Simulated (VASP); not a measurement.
Wanted: the native input for a VASP 6.6.1 run.

```yaml
Task: relaxation of cell and atoms
Functional: PBE
Potentials_or_basis: VASP PAW PBE potentials, release 64 (Ti_sv, N)
Cutoff: 600 eV
k_mesh: 18 × 18 × 18
Occupations: gaussian, width 0.1 eV
Spin: no spin polarisation
Dipole_correction: no
Further_INCAR_settings: ALGO = Normal; EDIFF = 1e-07; IBRION = 2; EDIFFG = -0.01; NSW = 80; ISIF = 3
```

The structure of TiN lies in POSCAR:

```
TiN
1.0
    0.0000000000      2.1239028606      2.1239028606
    2.1239028606      0.0000000000      2.1239028606
    2.1239028606      2.1239028606      0.0000000000
Ti N
1 1
Direct
    0.5000000000      0.5000000000      0.5000000000
    0.0000000000      0.0000000000      0.0000000000
```

These files were run (other wordings do the same):

INCAR

```
SYSTEM = TiN
PREC = Accurate
ENCUT = 600
EDIFF = 1E-7
ISMEAR = 0
SIGMA = 0.1
LREAL = .FALSE.
LASPH = .TRUE.
NELM = 60
ALGO = Normal
ISIF = 3
LWAVE = .FALSE.
LCHARG = .FALSE.
GGA = PE
IBRION = 2
NSW = 80
EDIFFG = -0.01
```

KPOINTS

```
Automatic mesh
0
G
  18 18 18
  0 0 0
```

Potentials or basis: VASP PAW PBE potentials, release 64 (Ti_sv, N).

Run with:

```sh
$ cat potpaw_PBE.64/Ti_sv/POTCAR potpaw_PBE.64/N/POTCAR > POTCAR
$ mpirun -np 1 vasp_std > vasp.out
```

It gave:

* Relaxed volume: 9.59 Å³/atom
* Relaxed cell: a = 3.004 Å, b = 3.004 Å, c = 3.004 Å, α = 60.00°, β = 60.00°, γ = 60.00°
* Space group after relaxing (to 0.05 Å): Fm-3m (No. 225)
* Energy gained by relaxing: 0.0 meV/atom
* Ionic steps: 3
* Pressure after relaxing: 0.0 GPa

Run time: 59 s on 1 thread of Intel(R) Xeon(R) Platinum 8488C (Sapphire Rapids) (shared host), peak memory 0.19 GiB.
